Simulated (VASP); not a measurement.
ZrH3, 4 atoms in the cell. Symmetry: Pm-3m, No. 221, cubic system. The conventional cell has a = 3.100 Å, b = 3.100 Å, c = 3.100 Å, α = 90.00°, β = 90.00°, γ = 90.00°. Within 2.9 Å of Zr (site symmetry m-3m) lie 12 H at 2.19 Å. H (site symmetry 4/mmm) has 4 Zr at 2.19 Å and 8 H at 2.19 Å within 2.9 Å. 

```yaml
Program: VASP 6.6.1
Task: single point
Functional: LDA
Potentials_or_basis: VASP PAW LDA potentials, release 64 (Zr_sv, H)
Cutoff: 520 eV
k_mesh: 7 × 7 × 7
Occupations: fermi-dirac, width 0.2 eV
Spin: no spin polarisation
Dipole_correction: no
Further_INCAR_settings: ALGO = Normal; EDIFF = 1e-06; NBANDS = 16
```

Potentials or basis: VASP PAW LDA potentials, release 64 (Zr_sv, H).

Launch:

```sh
$ cat potpaw_LDA.64/Zr_sv/POTCAR potpaw_LDA.64/H/POTCAR > POTCAR
$ mpirun -np 1 vasp_std > vasp.out
```

Hardware: 1 thread of Intel(R) Xeon(R) Platinum 8488C (Sapphire Rapids), on a shared host.

How long does it take, and how much memory?

It took 4.4 s on 1 thread of Intel(R) Xeon(R) Platinum 8488C (Sapphire Rapids) (shared host), peak memory 0.12 GiB. Counts: scf iterations 13, k points 20.
